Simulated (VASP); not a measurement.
# KRb3 (I4/mmm) in VASP: notebook

The runs below take KRb3 through single point, relaxation of cell and atoms, with LDA.

All numbers are computed with VASP 6.6.1; they aren't measurements. Logs are shortened: lines on timing, memory, paths and dates and some standing lists are left out, and cuts for length are marked.

### Step 1. The cell of the first run

It takes space group I4/mmm (No. 139, tetragonal). Conventional cell: a = 7.446 Å, b = 7.446 Å, c = 10.652 Å, α = 90.00°, β = 90.00°, γ = 90.00°.

### Step 2. Single point, LDA

The input, INCAR:

```
PREC = Accurate ; ENCUT = 500
EDIFF = 1E-6 ; ISMEAR = -1
SIGMA = 0.1 ; LREAL = F
LASPH = T ; NELM = 120
ALGO = Normal ; ISIF = 2
LWAVE = F ; LCHARG = T
LELF = T ; LVHAR = T
NBANDS = 26 ; GGA_COMPAT = F
```

The input, KPOINTS:

```
regular mesh
0
Gamma
  4 4 4
```

The input, POSCAR:

```
KRb3
1.0
   -3.7227990977      3.7227990977      5.3259748852
    3.7227990977     -3.7227990977      5.3259748852
    3.7227990977      3.7227990977     -5.3259748852
K Rb
1 3
Direct
    0.0000000000      0.0000000000      0.0000000000
    0.7500000000      0.2500000000      0.5000000000
    0.2500000000      0.7500000000      0.5000000000
    0.5000000000      0.5000000000      0.0000000000
```

Potentials or basis: VASP PAW LDA potentials, release 64 (K_sv, Rb_sv).

On the command line:

```
> cat potpaw_LDA.64/K_sv/POTCAR potpaw_LDA.64/Rb_sv/POTCAR > POTCAR
> mpirun -np 1 vasp_std > vasp.out
```

OUTCAR:

```text
PREC = Accurate
   ENCUT = 500
   EDIFF = 1E-6
   ISMEAR = -1
   LREAL = F
   LASPH = T
   NELM = 120
   ISIF = 2

 ion  position               nearest neighbor table
   1  0.000  0.000  0.000-   2 4.58   3 4.58   2 4.58   3 4.58   2 4.58   3 4.58   2 4.58   3 4.58

   2  0.750  0.250  0.500-   4 4.58   1 4.58   1 4.58   4 4.58   1 4.58   4 4.58   4 4.58   1 4.58
                             3 5.26   3 5.26   3 5.26   3 5.26   3 5.33   3 5.33
   3  0.250  0.750  0.500-   1 4.58   4 4.58   1 4.58   4 4.58   1 4.58   4 4.58   1 4.58   4 4.58
                             2 5.26   2 5.26   2 5.26   2 5.26   2 5.33   2 5.33
   4  0.500  0.500  0.000-   3 4.58   2 4.58   2 4.58   3 4.58   2 4.58   3 4.58   3 4.58   2 4.58

  LATTYP: Found a body centered tetragonal cell.
 ALAT       =     7.4455981954
 C/A-ratio  =     1.4306372021

  Lattice vectors:

 A1 = (  -3.7227990977,   3.7227990977,   5.3259748852)
 A2 = (   3.7227990977,  -3.7227990977,   5.3259748852)
 A3 = (   3.7227990977,   3.7227990977,  -5.3259748852)

Analysis of symmetry for initial positions (statically):
=====================================================================
 Subroutine PRICEL returns:
 Original cell was already a primitive cell.

 Routine SETGRP: Setting up the symmetry group for a
 body centered tetragonal supercell.

 Subroutine GETGRP returns: Found 16 space group operations
 (whereof 16 operations were pure point group operations)
 out of a pool of 16 trial point group operations.

The static configuration has the point symmetry D_4h.

Analysis of symmetry for dynamics (positions and initial velocities):
=====================================================================
 Subroutine PRICEL returns:
 Original cell was already a primitive cell.

 Routine SETGRP: Setting up the symmetry group for a
 body centered tetragonal supercell.

 Subroutine GETGRP returns: Found 16 space group operations
 (whereof 16 operations were pure point group operations)
 out of a pool of 16 trial point group operations.

The dynamic configuration has the point symmetry D_4h.

 Subroutine INISYM returns: Found 16 space group operations
 (whereof 16 operations are pure point group operations),
 and found     1 'primitive' translations

----------------------------------------------------------------------------------------

                                     Primitive cell

  volume of cell :     295.2557

  direct lattice vectors                    reciprocal lattice vectors
    -3.722799098  3.722799098  5.325974885     0.000000000  0.134307543  0.093879526
     3.722799098 -3.722799098  5.325974885     0.134307543  0.000000000  0.093879526
     3.722799098  3.722799098 -5.325974885     0.134307543  0.134307543  0.000000000

  length of vectors
     7.488956851  7.488956851  7.488956851     0.163865437  0.163865437  0.189939549

  position of ions in fractional coordinates (direct lattice)
     0.000000000  0.000000000  0.000000000
     0.750000000  0.250000000  0.500000000
     0.250000000  0.750000000  0.500000000
     0.500000000  0.500000000  0.000000000

  ion indices of the primitive-cell ions
   primitive index   ion index
                 1           1
                 2           2
                 3           3
                 4           4

----------------------------------------------------------------------------------------

 KPOINTS: regular mesh

Automatic generation of k-mesh.
 Grid dimensions read from file:
 generate k-points for:    4    4    4

 Generating k-lattice:

  Cartesian coordinates                     Fractional coordinates (reciprocal lattice)
     0.000000000  0.033576886  0.023469882     0.250000000  0.000000000 -0.000000000
     0.033576886  0.000000000  0.023469882     0.000000000  0.250000000 -0.000000000
     0.033576886  0.033576886  0.000000000     0.000000000  0.000000000  0.250000000

  Length of vectors
     0.040966359  0.040966359  0.047484887

  Shift w.r.t. Gamma in fractional coordinates (k-lattice)
     0.000000000  0.000000000  0.000000000

 Subroutine IBZKPT returns following result:
 ===========================================

 Found     13 irreducible k-points:

 Following reciprocal coordinates:
            Coordinates               Weight
  0.000000  0.000000  0.000000      1.000000
  0.250000  0.000000  0.000000      8.000000
  0.500000  0.000000  0.000000      4.000000
  0.250000  0.250000  0.000000      8.000000
  0.500000  0.250000  0.000000     16.000000
 -0.250000  0.250000  0.000000      4.000000
  0.500000  0.500000  0.000000      2.000000
  0.250000  0.250000  0.250000      2.000000
 -0.250000  0.250000  0.250000      4.000000
  0.500000  0.500000  0.250000      4.000000
 -0.250000  0.500000  0.250000      8.000000
 -0.250000 -0.250000  0.250000      2.000000
  0.500000  0.500000  0.500000      1.000000
   k-points           NKPTS =     13   k-points in BZ     NKDIM =     13   number of bands    NBANDS=     26
   number of dos      NEDOS =    301   number of ions     NIONS =      4
   total plane-waves  NPLWV = 175616
   dimension x,y,z NGX =    56 NGY =   56 NGZ =   56
   dimension x,y,z NGXF=   112 NGYF=  112 NGZF=  112
   ions per type =               1   3
   NGX,Y,Z   is equivalent  to a cutoff of  12.43, 12.43, 12.43 a.u.
   NGXF,Y,Z  is equivalent  to a cutoff of  24.86, 24.86, 24.86 a.u.
 SYSTEM =  unknown system
   PREC   = accura    normal or accurate (medium, high low for compatibility)
   ISTART =      0    job   : 0-new  1-cont  2-samecut
   ICHARG =      2    charge: 1-file 2-atom 10-const
   ISPIN  =      1    spin polarized calculation?
   LNONCOLLINEAR =      F non collinear calculations
   LSORBIT =      F    spin-orbit coupling
   LASPH  =      T    aspherical Exc in radial PAW
   ENCUT  =  500.0 eV  36.75 Ry    6.06 a.u.  13.65 13.65 13.65*2*pi/ulx,y,z
   NELM   =    120;   NELMIN=  2; NELMDL= -5     # of ELM steps
   EDIFF  = 0.1E-05   stopping-criterion for ELM
   LREAL  =      F    real-space projection
   EDIFFG = 0.1E-04   stopping-criterion for IOM
   NSW    =      0    number of steps for IOM
   IBRION =     -1    ionic relax: 0-MD 1-quasi-New 2-CG
   NFREE  =      0    steps in history (QN), initial steepest desc. (CG)
   ISIF   =      2    stress and relaxation
   ISYM   =      2    0-nonsym 1-usesym 2-fastsym
   POTIM  = 0.5000    time-step for ionic-motion
   TEBEG  =    0.0;   TEEND  =   0.0 temperature during run
   PSTRESS=    0.0 pullay stress
   NELECT =      36.0000    total number of electrons
   NUPDOWN=      -1.0000    fix difference up-down
   EMIN   =  10.00;   EMAX   =-10.00  energy-range for DOS
   EFERMI =   0.00;   METHOD = LEGACY
   ISMEAR =    -1;   SIGMA  =   0.10  broadening in eV -4-tet -1-fermi 0-gaus
   EFERMI_NEDOS =   21; number of points for ismear=-14 and -15
   IALGO  =     38    algorithm
   IMIX   =      4    mixing-type and parameters
     AMIX     =   0.40;   BMIX     =  1.00
     AMIX_MAG =   1.60;   BMIX_MAG =  1.00
  volume/ion in A,a.u.               =      73.81       498.12
  Fermi-wavevector in a.u.,A,eV,Ry     =   0.811789  1.534058  8.966247  0.659001
  Thomas-Fermi vector in A             =   1.921212
   LORBIT       =      0    0 simple, 1 ext, 2 COOP (PROOUT), +10 PAW based schemes
   GGA     = CA    functional components
   LHFCALC =     F    Hartree Fock is set to
   AEXX    =    0.0000 exact exchange contribution
   IVDW    =     0    specifies the selected vdW correction
   LEPSILON=     F    determine dielectric tensor
   LRPA    =     F    only Hartree local field effects (RPA)
 non-spin polarized calculation
  energy-cutoff  :      500.00
  volume of cell :      295.26
 maximum number of plane-waves:      7508
 NGX is ok and might be reduce to    56
   NGX = 27   NGY = 27   NGZ = 27

 number of electron      36.0000001 magnetization

 Free energy of the ion-electron system (eV)
  ---------------------------------------------------
  ext. energy  EPLUGINS =         0.00000000
  ---------------------------------------------------
  free energy    TOTEN  =        -4.39084333 eV

  energy without entropy =       -4.28156033  energy(sigma->0) =       -4.33620183

 E-fermi :   0.1307     XC(G=0):  -6.1452

 val. band max:        0.1172670190   @ k =   0.2500   0.2500   0.0000
 cond. band min:       0.1326175492   @ k =  -0.2500   0.2500   0.2500
 fundamental gap:      0.0153505302
 Fermi energy:         0.1307415898

 k-point     1 :       0.0000    0.0000    0.0000
  band No.  band energies     occupation
      1     -31.6610      2.00000
      2     -28.5798      2.00000
      3     -28.5334      2.00000
      4     -28.5326      2.00000
      5     -15.3806      2.00000
      6     -15.3806      2.00000
[... 18 lines left out ...]
     25       1.6744      0.00000
     26       3.0661      0.00000

 k-point     2 :       0.2500    0.0000    0.0000
  band No.  band energies     occupation
      1     -31.6610      2.00000
      2     -28.5794      2.00000
      3     -28.5336      2.00000
      4     -28.5329      2.00000
      5     -15.3807      2.00000
      6     -15.3807      2.00000
[... 18 lines left out ...]
     25       1.9640      0.00000
     26       2.7992      0.00000

 k-point     3 :       0.5000    0.0000    0.0000
  band No.  band energies     occupation
      1     -31.6610      2.00000
      2     -28.5789      2.00000
      3     -28.5336      2.00000
      4     -28.5333      2.00000
      5     -15.3807      2.00000
      6     -15.3807      2.00000
[... 18 lines left out ...]
     25       2.5265      0.00000
     26       2.5574      0.00000

 k-point     4 :       0.2500    0.2500    0.0000
  band No.  band energies     occupation
      1     -31.6610      2.00000
      2     -28.5789      2.00000
      3     -28.5337      2.00000
      4     -28.5332      2.00000
      5     -15.3807      2.00000
      6     -15.3807      2.00000
[... 18 lines left out ...]
     25       2.3211      0.00000
     26       2.7525      0.00000

 k-point     5 :       0.5000    0.2500    0.0000
  band No.  band energies     occupation
      1     -31.6610      2.00000
      2     -28.5788      2.00000
      3     -28.5337      2.00000
      4     -28.5333      2.00000
      5     -15.3808      2.00000
      6     -15.3808      2.00000
[... 18 lines left out ...]
     25       2.6236      0.00000
     26       2.7751      0.00000

 k-point     6 :      -0.2500    0.2500    0.0000
  band No.  band energies     occupation
      1     -31.6610      2.00000
      2     -28.5792      2.00000
      3     -28.5337      2.00000
      4     -28.5329      2.00000
      5     -15.3807      2.00000
      6     -15.3807      2.00000
[... 18 lines left out ...]
     25       2.2653      0.00000
     26       3.5168      0.00000

 k-point     7 :       0.5000    0.5000    0.0000
  band No.  band energies     occupation
      1     -31.6610      2.00000
      2     -28.5786      2.00000
      3     -28.5339      2.00000
      4     -28.5333      2.00000
      5     -15.3809      2.00000
      6     -15.3809      2.00000
[... 18 lines left out ...]
     25       2.8162      0.00000
     26       2.8205      0.00000

 k-point     8 :       0.2500    0.2500    0.2500
  band No.  band energies     occupation
      1     -31.6610      2.00000
      2     -28.5786      2.00000
      3     -28.5336      2.00000
      4     -28.5336      2.00000
      5     -15.3808      2.00000
      6     -15.3807      2.00000
[... 18 lines left out ...]
     25       3.0030      0.00000
     26       3.0549      0.00000

 k-point     9 :      -0.2500    0.2500    0.2500
  band No.  band energies     occupation
      1     -31.6610      2.00000
      2     -28.5789      2.00000
      3     -28.5336      2.00000
      4     -28.5333      2.00000
      5     -15.3807      2.00000
      6     -15.3807      2.00000
[... 18 lines left out ...]
     25       2.3299      0.00000
     26       2.7837      0.00000

 k-point    10 :       0.5000    0.5000    0.2500
  band No.  band energies     occupation
      1     -31.6610      2.00000
      2     -28.5786      2.00000
      3     -28.5336      2.00000
      4     -28.5335      2.00000
      5     -15.3809      2.00000
      6     -15.3807      2.00000
[... 18 lines left out ...]
     25       2.9672      0.00000
     26       2.9894      0.00000

 k-point    11 :      -0.2500    0.5000    0.2500
  band No.  band energies     occupation
      1     -31.6610      2.00000
      2     -28.5788      2.00000
      3     -28.5338      2.00000
      4     -28.5333      2.00000
      5     -15.3808      2.00000
      6     -15.3808      2.00000
[... 18 lines left out ...]
     25       2.6065      0.00000
     26       2.7738      0.00000

 k-point    12 :      -0.2500   -0.2500    0.2500
  band No.  band energies     occupation
      1     -31.6610      2.00000
      2     -28.5792      2.00000
      3     -28.5337      2.00000
      4     -28.5329      2.00000
      5     -15.3807      2.00000
      6     -15.3807      2.00000
[... 18 lines left out ...]
     25       2.2359      0.00000
     26       3.6028      0.00000

 k-point    13 :       0.5000    0.5000    0.5000
  band No.  band energies     occupation
      1     -31.6610      2.00000
      2     -28.5786      2.00000
      3     -28.5340      2.00000
      4     -28.5332      2.00000
      5     -15.3809      2.00000
      6     -15.3809      2.00000
[... 18 lines left out ...]
     25       2.7536      0.00000
     26       2.7536      0.00000

------------------------ aborting loop because EDIFF is reached ----------------------------------------

  FORCE on cell =-STRESS in cart. coord.  units (eV):
  Direction    XX          YY          ZZ          XY          YZ          ZX
  --------------------------------------------------------------------------------------
  -------------------------------------------------------------------------------------
  Total        0.0375703      0.0375703      0.0229343      0.0000000      0.0000000      0.0000000
  in kB        0.2038717      0.2038717      0.1244509      0.0000000      0.0000000      0.0000000
  external PRESSURE =       0.1773981 kB  Pullay stress =       0.0000000 kB

 VOLUME and BASIS-vectors are now :
 -----------------------------------------------------------------------------
  energy-cutoff  :      500.00
  volume of cell :      295.26
      direct lattice vectors                 reciprocal lattice vectors
    -3.722799098  3.722799098  5.325974885     0.000000000  0.134307543  0.093879526
     3.722799098 -3.722799098  5.325974885     0.134307543  0.000000000  0.093879526
     3.722799098  3.722799098 -5.325974885     0.134307543  0.134307543  0.000000000

 POSITION                                       TOTAL-FORCE (eV/Angst)
 -----------------------------------------------------------------------------------
      0.00000      0.00000      0.00000        -0.000000      0.000000     -0.000000
     -0.00000      3.72280      2.66299        -0.000000     -0.000000      0.000000
      3.72280     -0.00000      2.66299         0.000000     -0.000000     -0.000000
      0.00000      0.00000      5.32597        -0.000000      0.000000     -0.000000
 -----------------------------------------------------------------------------------
    total drift:                               -0.000000     -0.000000      0.000000

  FREE ENERGIE OF THE ION-ELECTRON SYSTEM (eV)
  ---------------------------------------------------
  free  energy   TOTEN  =        -4.3908433349 eV

  energy  without entropy=       -4.2815603280  energy(sigma->0) =       -4.33620183
```

Run time: 68 s. Hardware: 1 thread of Intel Xeon Platinum 8488C (Sapphire Rapids), shared host; peak memory 0.35 GiB.

What came out:

```yaml
Free_energy: -4.3908 eV
Pressure: 0.0 GPa
Band_gap_on_the_k_mesh: zero (bands 18 and 19 overlap by 1.57 eV)
```

### Step 3. Relaxation of cell and atoms, LDA

This run uses another cell than the first one, of 90.00 Å³/atom.

The input, INCAR:

```
PREC = Accurate ; ENCUT = 500
EDIFF = 1E-7 ; ISMEAR = -1
SIGMA = 0.1 ; LREAL = F
LASPH = T ; NELM = 120
ALGO = Normal ; ISIF = 3
LWAVE = F ; LCHARG = F
GGA = CA ; IBRION = 2
NSW = 80 ; EDIFFG = -0.03
GGA_COMPAT = F ; NELMIN = 4
```

KPOINTS is that of step 2.

The input, POSCAR:

```
KRb3
1.0
   -3.9742089200      3.9742089200      5.6981312300
    3.9742089200     -3.9742089200      5.6981312300
    3.9742089200      3.9742089200     -5.6981312300
K Rb
1 3
Direct
    0.0000000000      0.0000000000      0.0000000000
    0.7500000000      0.2500000000      0.5000000000
    0.2500000000      0.7500000000      0.5000000000
    0.5000000000      0.5000000000      0.0000000000
```

Potentials or basis: VASP PAW LDA potentials, release 64 (K_sv, Rb_sv).

On the command line:

```
> cat potpaw_LDA.64/K_sv/POTCAR potpaw_LDA.64/Rb_sv/POTCAR > POTCAR
> mpirun -np 1 vasp_std > vasp.out
```

Wall time 5.6 min (1 thread of Intel Xeon Platinum 8488C (Sapphire Rapids), shared host); peak memory 0.43 GiB.

It converged, with:

| Property | Result |
| --- | --- |
| Free energy | -4.3924 eV |
| Relaxed volume | 74.80 Å³/atom |
| Relaxed cell | a = 7.524 Å, b = 7.524 Å, c = 7.524 Å, α = 120.44°, β = 120.44°, γ = 89.24° |
| Space group after relaxing (to 0.1 Å) | Fm-3m (No. 225) |
| Energy gained by relaxing | 28.7 meV/atom |
| Ionic steps | 5 |
| Pressure after relaxing | 0.0 GPa |
| Band gap on the k mesh | zero (bands 18 and 19 overlap by 1.58 eV) |

Step by step:
```csv
step,energy change (eV),largest force (eV/Å),pressure (GPa),volume (Å³)
1,0.0000,0.0000,-0.50,359.99
2,-0.0423,0.0000,-0.43,345.46
3,-0.1071,0.0000,-0.17,311.86
4,-0.0086,0.0000,0.85,251.33
5,-0.1149,0.0000,-0.03,299.20
```

Final structure:
```yaml
crystal:
  lattice:
    - [-3.73720, 3.73720, 5.35559]
    - [3.73720, -3.73720, 5.35559]
    - [3.73720, 3.73720, -5.35559]
  atoms:
    - { symbol: K, position: [0.00000, 0.00000, 0.00000] }
    - { symbol: Rb, position: [0.75000, 0.25000, 0.50000] }
    - { symbol: Rb, position: [0.25000, 0.75000, 0.50000] }
    - { symbol: Rb, position: [0.50000, 0.50000, 0.00000] }
```

Levels at points of the mesh, in eV from the Fermi level:
| k point | band 14 | band 15 | band 16 | band 17 | band 18 | band 19 | band 20 | band 21 | band 22 |
| --- | --- | --- | --- | --- | --- | --- | --- | --- | --- |
| (0.00, 0.00, 0.00) | -12.79 | -12.79 | -12.79 | -2.22 | 1.24 | 1.28 | 1.28 | 1.29 | 1.29 |
| (0.50, 0.00, 0.00) | -12.80 | -12.79 | -12.79 | -1.03 | -1.00 | 1.09 | 1.12 | 1.31 | 1.35 |
| (0.50, 0.50, 0.00) | -12.81 | -12.79 | -12.79 | -0.67 | -0.62 | 0.17 | 0.26 | 0.93 | 0.93 |
| (0.50, 0.50, 0.50) | -12.81 | -12.79 | -12.79 | -0.70 | -0.66 | 0.19 | 0.29 | 0.96 | 0.96 |

Caveat: the volume moved by over 15 % at a fixed basis, so the end points are rough.
